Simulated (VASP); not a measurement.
AlN, 4 atoms in the cell. It takes space group P6_3/mmc (No. 194, hexagonal). Conventional cell: a = 3.325 Å, b = 3.325 Å, c = 4.178 Å, α = 90.00°, β = 90.00°, γ = 120.00°. Within 2.5 Å of Al (site symmetry -6m2) lie 5 N at 1.92 to 2.09 Å. Within 2.5 Å of N (site symmetry -6m2) lie 5 Al at 1.92 to 2.09 Å.  This cell differs from its parent crystal: volume changed by +3%.

```yaml
Program: VASP 6.6.1
Task: single point
Functional: r2SCAN
Potentials_or_basis: VASP PAW PBE potentials, release 64 (Al, N)
Cutoff: 520 eV
k_mesh: 9 × 9 × 6
Occupations: gaussian, width 0.01 eV
Spin: no spin polarisation
Dipole_correction: no
Further_INCAR_settings: ALGO = Normal; EDIFF = 1e-06; NBANDS = 16
```

Potentials or basis: VASP PAW PBE potentials, release 64 (Al, N).

The run is started by

```bash
$ cat potpaw_PBE.64/Al/POTCAR potpaw_PBE.64/N/POTCAR > POTCAR
$ cp INCAR.step1 INCAR
$ mpirun -np 1 vasp_std > vasp.out
$ cp INCAR.step2 INCAR
$ mpirun -np 1 vasp_std > vasp.out
```

Hardware: 1 thread of AMD EPYC 7R13, on a shared host.

Task: Estimate the wall time of this run.

Result: Wall time 4.5 min on 1 thread of AMD EPYC 7R13, on a shared host, peak memory 0.15 GiB. Counts: k points 48.
